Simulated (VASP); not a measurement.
# GaP4 (P6/mmm) in VASP: further runs, part 3 of 3

VASP 6.6.1. The steps go on from the part before.

### 6 Single point, PBE

This run uses another cell than the first one, of 17.31 Å³/atom, 0.959 times its volume.

INCAR

```
PREC = Accurate
ENCUT = 520
EDIFF = 1E-7
ISMEAR = 0
SIGMA = 0.1
LREAL = F
LASPH = T
NELM = 100
ALGO = Normal
ISIF = 2
LWAVE = F
LCHARG = T
GGA = PE
LELF = T
LVHAR = T
NBANDS = 24
```

KPOINTS

```
regular mesh
0
Gamma
  12 12 8
```

POSCAR

```
GaP4
1.0
    4.5549747467      0.0000000000      0.0000000000
   -2.2774873733      3.9447238443      0.0000000000
    0.0000000000      0.0000000000      4.8163359913
Ga P
1 4
Direct
    0.0000000000      0.0000000000      0.5000000000
    0.3333333333      0.6666666667      0.0000000000
    0.6666666667      0.3333333333      0.0000000000
    0.3333333333      0.6666666667      0.5000000000
    0.6666666667      0.3333333333      0.5000000000
```

Potentials or basis: VASP PAW PBE potentials, release 64 (Ga_d, P).

The run is started by

```sh
> cat potpaw_PBE.64/Ga_d/POTCAR potpaw_PBE.64/P/POTCAR > POTCAR
> mpirun -np 1 vasp_std > vasp.out
```

OUTCAR:

```text
PREC = Accurate
   ENCUT = 520
   EDIFF = 1E-7
   ISMEAR = 0
   LREAL = F
   LASPH = T
   NELM = 100
   ISIF = 2
   GGA = PE

 ion  position               nearest neighbor table
   1  0.000  0.000  0.500-   4 2.63   5 2.63   5 2.63   4 2.63   5 2.63   4 2.63
   2  0.333  0.667  0.000-   4 2.41   4 2.41   3 2.63   3 2.63   3 2.63
   3  0.667  0.333  0.000-   5 2.41   5 2.41   2 2.63   2 2.63   2 2.63
   4  0.333  0.667  0.500-   2 2.41   2 2.41   1 2.63   5 2.63   5 2.63   1 2.63   1 2.63   5 2.63

   5  0.667  0.333  0.500-   3 2.41   3 2.41   1 2.63   4 2.63   4 2.63   1 2.63   1 2.63   4 2.63

  LATTYP: Found a hexagonal cell.
 ALAT       =     4.5549747467
 C/A-ratio  =     1.0573792961

  Lattice vectors:

 A1 = (   4.5549747467,   0.0000000000,   0.0000000000)
 A2 = (  -2.2774873733,   3.9447238443,   0.0000000000)
 A3 = (   0.0000000000,   0.0000000000,   4.8163359913)

Analysis of symmetry for initial positions (statically):
=====================================================================
 Subroutine PRICEL returns:
 Original cell was already a primitive cell.

 Routine SETGRP: Setting up the symmetry group for a
 hexagonal supercell.

 Subroutine GETGRP returns: Found 24 space group operations
 (whereof 24 operations were pure point group operations)
 out of a pool of 24 trial point group operations.

The static configuration has the point symmetry D_6h.

Analysis of symmetry for dynamics (positions and initial velocities):
=====================================================================
 Subroutine PRICEL returns:
 Original cell was already a primitive cell.

 Routine SETGRP: Setting up the symmetry group for a
 hexagonal supercell.

 Subroutine GETGRP returns: Found 24 space group operations
 (whereof 24 operations were pure point group operations)
 out of a pool of 24 trial point group operations.
[... 120 lines left out ...]
   EMIN   =  10.00;   EMAX   =-10.00  energy-range for DOS
   EFERMI =   0.00;   METHOD = LEGACY
   ISMEAR =     0;   SIGMA  =   0.10  broadening in eV -4-tet -1-fermi 0-gaus
   EFERMI_NEDOS =   21; number of points for ismear=-14 and -15
   IALGO  =     38    algorithm
   IMIX   =      4    mixing-type and parameters
     AMIX     =   0.40;   BMIX     =  1.00
     AMIX_MAG =   1.60;   BMIX_MAG =  1.00
  volume/ion in A,a.u.               =      17.31       116.80
  Fermi-wavevector in a.u.,A,eV,Ry     =   1.187152  2.243392 19.175100  1.409330
  Thomas-Fermi vector in A             =   2.323310
   LORBIT       =      0    0 simple, 1 ext, 2 COOP (PROOUT), +10 PAW based schemes
   GGA     = PE    functional components
   LHFCALC =     F    Hartree Fock is set to
   AEXX    =    0.0000 exact exchange contribution
   IVDW    =     0    specifies the selected vdW correction
   LEPSILON=     F    determine dielectric tensor
   LRPA    =     F    only Hartree local field effects (RPA)
 non-spin polarized calculation
 Gauss-broadening in eV      SIGMA  =   0.10
  energy-cutoff  :      520.00
  volume of cell :       86.54
 maximum number of plane-waves:      2382
 NGX is ok and might be reduce to    36
   NGX = 17   NGY = 17   NGZ = 17

 number of electron      32.9999999 magnetization

 Free energy of the ion-electron system (eV)
  ---------------------------------------------------
  ext. energy  EPLUGINS =         0.00000000
  ---------------------------------------------------
  free energy    TOTEN  =       -22.37802888 eV

  energy without entropy =      -22.36824596  energy(sigma->0) =      -22.37313742

 E-fermi :   7.3558     XC(G=0): -10.6153

 val. band max:        7.3557143762   @ k =   0.2500   0.2500   0.5000
 cond. band min:       7.3584678431   @ k =   0.3333   0.1667   0.0000
 fundamental gap:      0.0027534669
 Fermi energy:         7.3557542303

 k-point     1 :       0.0000    0.0000    0.0000
  band No.  band energies     occupation
      1      -8.1876      2.00000
      2      -7.8133      2.00000
      3      -7.8133      2.00000
      4      -7.8083      2.00000
      5      -7.8083      2.00000
      6      -7.5355      2.00000
[... 637 lines left out ...]
     23      11.7003      0.00000
     24      13.1121      0.00000

 [... further k-points ...]
[... 5 lines left out ...]
  --------------------------------------------------------------------------------------
  -------------------------------------------------------------------------------------
  Total       -0.0123948     -0.0123948     -0.0971613     -0.0000000      0.0000000      0.0000000
  in kB       -0.2294730     -0.2294730     -1.7988065     -0.0000000      0.0000000      0.0000000
  external PRESSURE =      -0.7525842 kB  Pullay stress =       0.0000000 kB

 VOLUME and BASIS-vectors are now :
 -----------------------------------------------------------------------------
  energy-cutoff  :      520.00
  volume of cell :       86.54
      direct lattice vectors                 reciprocal lattice vectors
     4.554974747  0.000000000  0.000000000     0.219540185  0.126751585  0.000000000
    -2.277487373  3.944723844  0.000000000     0.000000000  0.253503170  0.000000000
     0.000000000  0.000000000  4.816335991     0.000000000  0.000000000  0.207626711

 POSITION                                       TOTAL-FORCE (eV/Angst)
 -----------------------------------------------------------------------------------
      0.00000      0.00000      2.40817        -0.000000      0.000000      0.000000
     -0.00000      2.62982      0.00000        -0.000000      0.000000      0.000000
      2.27749      1.31491      0.00000         0.000000     -0.000000      0.000000
     -0.00000      2.62982      2.40817         0.000000     -0.000000     -0.000000
      2.27749      1.31491      2.40817        -0.000000      0.000000      0.000000
 -----------------------------------------------------------------------------------
    total drift:                                0.000000     -0.000000      0.000000

  FREE ENERGIE OF THE ION-ELECTRON SYSTEM (eV)
  ---------------------------------------------------
  free  energy   TOTEN  =       -22.3780288783 eV

  energy  without entropy=      -22.3682459612  energy(sigma->0) =      -22.37313742
```

OSZICAR:

```text
N       E                     dE             d eps       ncg     rms          rms(c)
DAV:   1     0.212560757440E+03    0.21256E+03   -0.14326E+04  4704   0.160E+03
DAV:   2     0.233309876525E+01   -0.21023E+03   -0.19638E+03  4944   0.406E+02
DAV:   3    -0.217158578834E+02   -0.24049E+02   -0.22957E+02  5840   0.997E+01
DAV:   4    -0.225701706527E+02   -0.85431E+00   -0.84638E+00  5656   0.198E+01
DAV:   5    -0.225959634401E+02   -0.25793E-01   -0.25774E-01  5920   0.318E+00    0.889E+00
DAV:   6    -0.224067077083E+02    0.18926E+00   -0.33021E-01  6208   0.930E+00    0.525E+00
DAV:   7    -0.223793333392E+02    0.27374E-01   -0.12368E-01  6576   0.308E+00    0.989E-01
DAV:   8    -0.223781402197E+02    0.11931E-02   -0.16164E-02  5720   0.141E+00    0.237E-01
DAV:   9    -0.223779973961E+02    0.14282E-03   -0.22270E-03  6304   0.306E-01    0.107E-01
DAV:  10    -0.223780189057E+02   -0.21510E-04   -0.23312E-04  5984   0.217E-01    0.428E-02
DAV:  11    -0.223780291643E+02   -0.10259E-04   -0.25678E-05  5904   0.541E-02    0.734E-03
DAV:  12    -0.223780288997E+02    0.26461E-06   -0.39790E-06  5928   0.153E-02    0.486E-03
DAV:  13    -0.223780288783E+02    0.21375E-07   -0.48262E-07  5840   0.638E-03
   1 F= -.22378029E+02 E0= -.22373137E+02  d E =-.978292E-02
```

Run time: 70 s. Hardware: 1 thread of Intel Xeon 6975P-C (Granite Rapids), shared host; peak memory 0.3 GiB.

What came out:

| Item | Value |
| --- | --- |
| Free energy | -22.3780 eV |
| Pressure | -0.1 GPa |

Levels at points of the mesh, in eV from the Fermi level:
| k point | band 13 | band 14 | band 15 | band 16 | band 17 | band 18 | band 19 | band 20 |
| --- | --- | --- | --- | --- | --- | --- | --- | --- |
| (0.00, 0.00, 0.00) | -3.78 | -3.29 | -3.29 | -2.83 | -1.85 | -1.85 | 1.61 | 1.61 |
| (0.50, 0.00, 0.00) | -5.45 | -2.84 | -1.16 | -0.07 | 0.99 | 1.29 | 1.40 | 2.87 |
| (0.00, 0.00, 0.50) | -3.85 | -3.01 | -2.81 | -2.81 | -1.66 | -0.94 | 0.00 | 0.00 |
| (0.50, 0.00, 0.50) | -3.39 | -1.00 | -0.62 | 0.45 | 0.48 | 1.59 | 2.11 | 2.11 |

### 7 Overview

| task | cell | k mesh | cutoff (eV) | gap on the mesh (eV) | pressure (GPa) |
| --- | --- | --- | --- | --- | --- |
| single point | a = 4.394, b = 4.394, c = 5.399 Å, angles 90.0, 90.0, 120.0°, 5 atoms | 6 × 6 × 2 | 520 | none | 0.2 |
| single point | a = 3.949, b = 3.949, c = 8.904 Å, angles 90.0, 90.0, 120.0°, 5 atoms | 6 × 6 × 2 | 520 | none | 13.1 |
| single point | a = 4.528, b = 4.528, c = 4.911 Å, angles 90.0, 90.0, 120.0°, 5 atoms | 6 × 6 × 4 | 520 | none | -0.1 |
| relaxation of cell and atoms | relaxed from a = 3.949, b = 3.949, c = 8.904 Å, angles 90.0, 90.0, 120.0°, 5 atoms | 6 × 6 × 2 | 600 | none | 0.0 |
| single point | a = 4.555, b = 4.555, c = 4.816 Å, angles 90.0, 90.0, 120.0°, 5 atoms | 12 × 12 × 8 | 520 | none | -0.1 |

Alike in all rows: level PBE; potentials or basis VASP PAW PBE potentials, release 64 (Ga_d, P); no spin polarisation; smearing gaussian 0.1 eV.

Caveats: some runs use coarse meshes; this functional lacks dispersion, which binds the layers, so the pressure and a relaxed spacing across them are unreliable (some runs); the volume moved by over 15 % at a fixed basis, so the end points are rough (some runs).

Total energies depend on the potentials used, so only differences within one code and one set of settings carry meaning.
